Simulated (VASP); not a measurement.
Set up this calculation in VASP 6.6.1, as the native input.

```yaml
Task: single point
Functional: LDA
Potentials_or_basis: VASP PAW LDA potentials, release 64 (Sc_sv, H)
Cutoff: 520 eV
k_mesh: 4 × 6 × 1
Occupations: gaussian, width 0.1 eV
Spin: no spin polarisation
Dipole_correction: yes
Further_INCAR_settings: ALGO = Normal; EDIFF = 1e-06; NBANDS = 54
```

The structure of Sc8H lies in POSCAR:

```
Sc8H
1.0
    6.4591689165      0.0000000000      0.0000000000
    0.0000000000      4.9849552023      0.0000000000
    0.0000000000      0.0000000000     19.0264987477
Sc H
8 1
Direct
    0.0000000000      0.7500000000      0.2102331098
    0.5000000000      0.7500000000      0.2102331098
    0.2500000000      0.2500000000      0.2592332301
    0.7500000000      0.2500000000      0.2592332301
    0.2500000000      0.7500000000      0.3431453096
    0.7500000000      0.7500000000      0.3431453096
    0.0000000000      0.2500000000      0.3955798094
    0.5000000000      0.2500000000      0.3955798094
    0.0625000000      0.2500000000      0.4914695283
```

One way to write it, as run:

INCAR

```
ALGO = Normal ; DIPOL = 0.5 0.5 0.323
EDIFF = 1E-6 ; ENCUT = 520
GGA = CA ; IDIPOL = 3
ISIF = 2 ; ISMEAR = 0
LASPH = T ; LCHARG = F
LDIPOL = T ; LREAL = F
LWAVE = F ; NBANDS = 54
NELM = 100 ; PREC = Accurate
SIGMA = 0.1
```

KPOINTS

```
k-points
0
Gamma
  4 6 1
```

Potentials or basis: VASP PAW LDA potentials, release 64 (Sc_sv, H).

The run is started by

```sh
$ cat potpaw_LDA.64/Sc_sv/POTCAR potpaw_LDA.64/H/POTCAR > POTCAR
$ mpirun -np 1 vasp_std > vasp.out
```

Results of the run:

The largest force is 0.421 eV/Å and the band gap on the k mesh is zero (an odd number of electrons rules out a gap without spin polarisation).

It took 9.8 min on 1 thread of AMD EPYC 9R45 96-Core Processor (Zen 5), with other jobs on the host, peak memory 0.59 GiB.
